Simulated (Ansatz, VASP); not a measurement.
One calculation of LiC3, two programs

```xyz
8
Lattice="-0.0096 -0.0114 3.6153 4.4935 0.0012 -0.0117 -2.2457 3.8638 -0.0062" Properties=species:S:1:pos:R:3 pbc="T T T"
Li   -0.1020    2.4223    1.6784
Li    2.5370    1.3546    1.9589
C     0.8985    1.3690    0.0827
C     3.0585    2.5433    3.8919
C     2.8713   -0.1753   -0.0799
C     3.6456    1.4423    0.0130
C     1.5400    2.5371    3.7112
C     1.2526    0.0699   -0.4872
```

Change from the starting cell: cell x1, atoms moved at random (sigma 0.15 Å) and cell strained at random (1.5 %), then relaxed without symmetry.

Alike in both runs: task relaxation of cell and atoms; functional PBE; k mesh 6 × 6 × 6; occupations gaussian, width 0.2 eV; no spin polarisation.

|  | VASP | Ansatz |
| --- | --- | --- |
| version | VASP 6.6.1 | Ansatz 0.2.0 |
| potentials or method | VASP PAW PBE potentials, release 64 (Li_sv, C), cutoff 600 eV | scalar-relativistic, plane waves, PAW |
| valence electrons in the cell | 30 | 30 |

|  | VASP | Ansatz | Ansatz less VASP |
| --- | --- | --- | --- |
| gap on the k mesh at the Fermi level, each at its own relaxed structure (eV) | none | none | - |
| relaxed volume (Å³/atom) | 7.48 | 7.51 | +0.029 |
| relaxed cell length with the largest relative difference (Å) | 3.575 | 3.587 | +0.0118 |

A gap of «none» marks a metal or a gap that the smearing closes.

Noted on VASP's run: the cutoff is short for stress, so the pressure is rough.
